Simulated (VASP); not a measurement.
Input of a VASP 6.6.1 run:

File POSCAR:

```
HfO2
1.0
    0.0000000000      2.5318441313      2.5318441313
    2.5318441313      0.0000000000      2.5318441313
    2.5318441313      2.5318441313      0.0000000000
Hf O
1 2
Direct
    0.0000000000      0.0000000000      0.0000000000
    0.2500000000      0.2500000000      0.2500000000
    0.7500000000      0.7500000000      0.7500000000
```

Contents of INCAR.step1:

```
SYSTEM = HfO2
  PREC = Accurate
  ENCUT = 520
  ISMEAR = -1
  SIGMA = 0.1
  LREAL = .False.
  LASPH = .True.
  NELM = 100
  NBANDS = 18
  GGA = PE
  ALGO = Normal
  EDIFF = 1E-4
  LWAVE = .True.
  LCHARG = .False.
```

File INCAR.step2:

```
SYSTEM = HfO2
  PREC = Accurate
  ENCUT = 520
  EDIFF = 1E-6
  ISMEAR = -1
  SIGMA = 0.1
  LREAL = .False.
  LASPH = .True.
  NELM = 100
  ALGO = Normal
  ISIF = 2
  LWAVE = .False.
  LCHARG = .False.
  METAGGA = R2SCAN
  LMIXTAU = .True.
  NBANDS = 18
  ISTART = 1
```

Contents of KPOINTS:

```
Automatic mesh
0
Gamma
  12 12 12
  0 0 0
```

Potentials or basis: VASP PAW PBE potentials, release 64 (Hf_pv, O).

The run is started by

```console
$ cat potpaw_PBE.64/Hf_pv/POTCAR potpaw_PBE.64/O/POTCAR > POTCAR
$ cp INCAR.step1 INCAR
$ mpirun -np 1 vasp_std > vasp.out
$ cp INCAR.step2 INCAR
$ mpirun -np 1 vasp_std > vasp.out
```

(1) Predict the band gap on the k mesh.

(2) Predict the pressure.

Results:

(1) 4.31 eV.

(2) -4.8 GPa.

Caveat: the cell stands under tension; the PAW data sets were made with another functional, which shifts forces and pressure a little; spin-orbit coupling is left out, which moves the levels of the heavy elements.
